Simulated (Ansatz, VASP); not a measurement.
One calculation of BN, two programs

```
B N
1.0
     0.00000    1.80750    1.80750
     1.80750    0.00000    1.80750
     1.80750    1.80750    0.00000
B N
1 1
Direct
  0.00000 0.00000 0.00000
  0.25000 0.25000 0.25000
```

Alike in both runs: task single point; functional PBE; k mesh 4 × 4 × 4; occupations gaussian, width 0.02 eV; no spin polarisation.

|  | VASP | Ansatz |
| --- | --- | --- |
| version | VASP 6.6.1 | Ansatz 0.2.0 |
| potentials or method | VASP PAW PBE potentials, release 64 (B, N), cutoff 600 eV | scalar-relativistic, plane waves, PAW |
| valence electrons in the cell | 8 | 8 |

```tsv
	VASP	Ansatz	Ansatz less VASP
gap on the k mesh at the Fermi level (eV)	4.44	4.45	+0.013
least direct gap on the mesh (eV)	8.79	8.80	+0.011
pressure (GPa)	3.7	3.7	-0.04
```

The functional is the same, so the differences come from potentials, cutoffs and numerics.

The k mesh is coarse, so the values compare programs but aren't converged.
